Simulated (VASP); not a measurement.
MnS: single point with PBE

MnS:

```
CELL_PARAMETERS angstrom
0.00000 2.82314 2.82314
2.82314 0.00000 2.82314
2.82314 2.82314 0.00000
ATOMIC_POSITIONS crystal
Mn 0.00000 0.00000 0.00000
S 0.75000 0.75000 0.75000
```

This cell differs from its parent crystal: volume scaled by 1.025.

```
Program             : VASP 6.6.1
Task                : single point
Functional          : PBE
Potentials or basis : VASP PAW PBE potentials, release 64 (Mn_pv, S)
Cutoff              : 520 eV
k mesh              : 10 × 10 × 10
Occupations         : fermi-dirac, width 0.05 eV
Spin                : collinear spin, ferromagnetic start
Starting moments    : [4.0, 0.0] μB
```

| Item | Value |
| --- | --- |
| Pressure | -0.2 GPa |
| Net moment | 4.96 μB per cell |
| Site moments | Mn +4.36; S +0.09 μB |
| Valence electrons inside the program's atomic spheres | Mn 11.35; S 3.76 |

Levels at points of the mesh, in eV from the Fermi level:
Spin up:
| k point | band 10 | band 11 | band 12 | band 13 | band 14 | band 15 |
| --- | --- | --- | --- | --- | --- | --- |
| (0.00, 0.00, 0.00) | 0.14 | 0.14 | 0.14 | 0.85 | 5.78 | 5.78 |
| (0.50, 0.00, 0.00) | -2.92 | -0.84 | -0.84 | 2.85 | 6.21 | 6.21 |
| (0.50, 0.50, 0.00) | -2.74 | -2.18 | -2.18 | 2.70 | 4.24 | 8.89 |
Spin down:
| k point | band 5 | band 6 | band 7 | band 8 | band 9 | band 10 |
| --- | --- | --- | --- | --- | --- | --- |
| (0.00, 0.00, 0.00) | -3.24 | -3.24 | -3.24 | 0.84 | 0.84 | 1.88 |
| (0.50, 0.00, 0.00) | -5.05 | -3.17 | -3.17 | 0.90 | 0.97 | 0.97 |
| (0.50, 0.50, 0.00) | -4.97 | -3.28 | -3.28 | 0.06 | 0.86 | 1.26 |

Run time: 72 s on 1 thread of Intel(R) Xeon(R) 6975P-C (Granite Rapids), on a shared host, peak memory 0.22 GiB.

Caveat: a cell with one magnetic atom can't hold antiferromagnetic order, which such compounds often take; semilocal functionals often make such compounds metallic where correlation or magnetic order opens a gap, which also shifts bond lengths.
